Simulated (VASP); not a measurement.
Runs of VASP 6.6.1 on Zn3CdTe4. The structure is that of space group P-4m2 (No. 115), or close to it. The cells are those of the table. 

| task | cell | k mesh | cutoff (eV) | smearing | k mesh for the DOS | occupations for the DOS | gap on the mesh (eV) | pressure (GPa) | largest force (eV/Å) |
| --- | --- | --- | --- | --- | --- | --- | --- | --- | --- |
| relaxation of shape and atoms at fixed volume | relaxed from a = 4.299, b = 4.299, c = 12.251 Å, 8 atoms | 6 × 6 × 2 | 600 | gaussian 0.02 eV | - | - | 1.27 | 4.9 | 0.01 |
| single point | a = 4.298, b = 4.298, c = 12.258 Å, 8 atoms | 6 × 6 × 2 | 520 | gaussian 0.02 eV | - | - | 1.27 | 4.9 | 0.01 |
| single point | a = 4.441, b = 4.441, c = 12.615 Å, 8 atoms | 4 × 4 × 1 | 520 | gaussian 0.1 eV | - | - | 0.87 | 0.2 | 0.02 |
| single point | a = 4.583, b = 4.583, c = 13.031 Å, 8 atoms | 6 × 6 × 2 | 520 | gaussian 0.02 eV | - | - | 0.51 | -3.1 | - |
| single point | a = 4.441, b = 4.441, c = 12.615 Å, 8 atoms | 4 × 4 × 2 | 520 | gaussian 0.1 eV | - | - | 0.87 | 0.2 | 0.01 |
| single point | a = 4.459, b = 4.456, c = 12.539 Å, 8 atoms | 4 × 4 × 1 | 520 | gaussian 0.1 eV | - | - | 0.87 | 0.1 | 0.01 |
| single point | a = 4.248, b = 4.248, c = 12.130 Å, 8 atoms | 6 × 6 × 2 | 520 | gaussian 0.02 eV | - | - | (b) | (a) | 0.01 |

Alike in all rows: level PBE; potentials or basis VASP PAW PBE potentials, release 64 (Zn, Cd, Te); no spin polarisation.

Task: Fill in the values left out.

Result: (a) 7.2; (b) 1.41.

Caveats: some runs use coarse meshes; spin-orbit coupling is left out, which moves the levels of the heavy elements.

A k mesh can miss the band edges, and the runs leave out spin-orbit coupling on Cd, Te.
